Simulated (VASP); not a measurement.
**MnO: single point with PBE**

MnO:

```
Mn O
1.0
     0.00000    2.22000    2.22000
     2.22000    0.00000    2.22000
     2.22000    2.22000    0.00000
Mn O
1 1
Direct
  0.00000 0.00000 0.00000
  0.50000 0.50000 0.50000
```

```
Program                : VASP 6.6.1
Task                   : single point
Functional             : PBE
Potentials or basis    : VASP PAW PBE potentials, release 64 (Mn_pv, O)
Cutoff                 : 600 eV
k mesh                 : 7 × 7 × 7
Occupations            : gaussian, width 0.1 eV
Spin                   : no spin polarisation
Dipole correction      : no
Further INCAR settings : ALGO = Normal; EDIFF = 1e-06; NBANDS = 16
```

| Item | Value |
| --- | --- |
| Pressure | -33.4 GPa |

Levels at points of the mesh, in eV from the Fermi level:
```tsv
k point	band 8	band 9	band 10	band 11	band 12	band 13
(0.00, 0.00, 0.00)	-1.14	-1.14	-1.14	-0.59	-0.59	0.42
```

It used 19 s of CPU time on 1 thread of AMD EPYC 7R13 Processor (Zen 3), on a shared host.

Caveat: an odd number of electrons without spin polarisation forces a metal; a magnetic or distorted state may lie lower; the run has no spin polarisation, though such a crystal can be magnetic; semilocal functionals often make such compounds metallic where correlation or magnetic order opens a gap, which also shifts bond lengths. With open d or f shells a metallic result of PBE can be an artefact of self-interaction; +U or a hybrid may open a gap.
